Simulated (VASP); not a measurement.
TiTe2:

```
Te Ti
1.0
     3.77700    0.00000    0.00000
    -1.88850    3.27098    0.00000
     0.00000    0.00000    6.49800
Te Ti
2 1
Direct
  0.33333 0.66667 0.73720
  0.66667 0.33333 0.26280
  0.00000 0.00000 0.00000
```

```yaml
Program: VASP 6.6.1
Task: relaxation of cell and atoms
Functional: LDA
Potentials_or_basis: VASP PAW LDA potentials, release 64 (Te, Ti_sv)
Cutoff: 600 eV
k_mesh: 8 × 8 × 4
Occupations: fermi-dirac, width 0.05 eV
Spin: no spin polarisation
```

At the start: pressure -4.0 GPa; volume 26.76 Å³/atom.

Problem. Where does the relaxation end?

Solution. Over 10 steps the energy falls by 24.8 meV/atom and the volume is 24.59 Å³/atom (-8.1 %); space group P-3m1 (No. 164, to 0.1 Å) before and after.

Step by step:
```tsv
step	energy change (eV)	largest force (eV/Å)	pressure (GPa)	volume (Å³)
1	0.0000	0.2806	-4.01	80.28
2	-0.0214	0.7415	3.55	72.75
3	-0.0593	0.2611	-0.17	75.95
4	-0.0655	0.1931	-0.14	75.46
5	-0.0695	0.0200	0.02	73.97
6	-0.0707	0.0525	-0.02	74.46
7	-0.0726	0.0338	-0.06	74.26
8	-0.0744	0.0091	-0.07	73.84
9	-0.0743	0.0237	0.18	73.61
10	-0.0744	0.0003	0.00	73.78
```

Final structure:
```
Te Ti
1.0
     3.67682    0.00000    0.00000
    -1.83841    3.18422    0.00000
     0.00000    0.00000    6.30175
Te Ti
2 1
Cartesian
  0.0000 2.1228 4.5998
  1.8384 1.0614 1.7019
  0.0000 0.0000 0.0000
```
